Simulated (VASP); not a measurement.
A run of VASP 6.6.1 is set up as follows.

Contents of INCAR:

```
SYSTEM = Ag
ALGO     = Fast           ! electronic algorithm
EDIFF    = 1E-6           ! SCF threshold, eV
ENCUT    = 520            ! plane-wave cutoff, eV
GGA      = PS             ! functional
ISIF     = 2              ! what is computed and relaxed
ISMEAR   = 0              ! smearing method
LASPH    = .TRUE.         ! aspherical terms in the spheres
LCHARG   = .FALSE.        ! write CHGCAR
LREAL    = .FALSE.        ! projectors in reciprocal space
LWAVE    = .FALSE.        ! write WAVECAR
NBANDS   = 18             ! bands
NELM     = 60             ! most SCF steps
PREC     = Accurate       ! precision mode
SIGMA    = 0.15           ! smearing width, eV
```

File KPOINTS:

```
k-points
0
G
  24 24 14
  0 0 0
```

File POSCAR:

```
Ag
1.0
    2.7810507883      0.0000000000      0.0000000000
   -1.3905253941      2.4084606319      0.0000000000
    0.0000000000      0.0000000000      4.6907149281
Ag
2
Direct
    0.3333333333      0.6666666667      0.2500000000
    0.6666666667      0.3333333333      0.7500000000
```

Potentials or basis: VASP PAW PBE potentials, release 64 (Ag).

Run with:

```console
$ cat potpaw_PBE.64/Ag/POTCAR > POTCAR
$ mpirun -np 1 vasp_std > vasp.out
```

(1) What does it give for the pressure?

(2) What does it give for the band gap on the k mesh?

Results:

(1) 8.2 GPa.

(2) zero (bands 11 and 12 overlap by 7.93 eV).

Caveat: the cell differs from its parent crystal (strain -0.0300 x Voigt [1, 1, 0, 0, 0, 0]); the cell stands under pressure; the PAW data sets were made with another functional, which shifts forces and pressure a little.
